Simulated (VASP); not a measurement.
Set up this calculation in VASP 6.6.1, as the native input.

- Task: single point
- Functional: PBEsol
- Potentials or basis: VASP PAW PBE potentials, release 64 (Ga_d, P)
- Cutoff: 520 eV
- k mesh: 8 × 8 × 8
- Occupations: gaussian, width 0.01 eV
- Spin: non-collinear spin, zero start, spin-orbit coupling
- Starting moments: [[0.0, 0.0, 0.0], [0.0, 0.0, 0.0]] μB
- Dipole correction: no
- Further INCAR settings: ALGO = Normal; EDIFF = 1e-06; NBANDS = 30

The structure of GaP lies in POSCAR:

```
GaP
1.0
    2.6023467497      2.6023467497      0.0000000000
   -2.6023467497      2.6023467497      0.0000000000
    0.0000000000      2.6023467497      2.6023467497
Ga P
1 1
Direct
    0.0000000000      0.0000000000      0.0000000000
    0.7500000000      0.2500000000      0.5000000000
```

The input as run:

INCAR

```
SYSTEM = GaP
  PREC = Accurate
  ENCUT = 520
  EDIFF = 1E-6
  ISMEAR = 0
  SIGMA = 0.01
  LREAL = .FALSE.
  LASPH = .TRUE.
  NELM = 150
  ALGO = Normal
  ISIF = 2
  LWAVE = .FALSE.
  LCHARG = .FALSE.
  MAGMOM = 0 0 0 0 0 0
  LORBIT = 11
  LSORBIT = .TRUE.
  GGA_COMPAT = .FALSE.
  LORBMOM = .TRUE.
  GGA = PS
  NBANDS = 30
```

KPOINTS

```
regular mesh
0
G
  8 8 8
  0 0 0
```

Potentials or basis: VASP PAW PBE potentials, release 64 (Ga_d, P).

Command:

```console
$ cat potpaw_PBE.64/Ga_d/POTCAR potpaw_PBE.64/P/POTCAR > POTCAR
$ mpirun -np 1 vasp_ncl > vasp.out
```

It gave:

The pressure is 14.7 GPa, the net moment is 0.00 μB per cell and the valence electrons inside the program's atomic spheres are Ga 11.95; P 2.61.

Caveat: the PAW data sets were made with another functional, which shifts forces and pressure a little.

Wall time 2.3 min on 1 thread of AMD EPYC 7R13, on a shared host, peak memory 0.24 GiB.
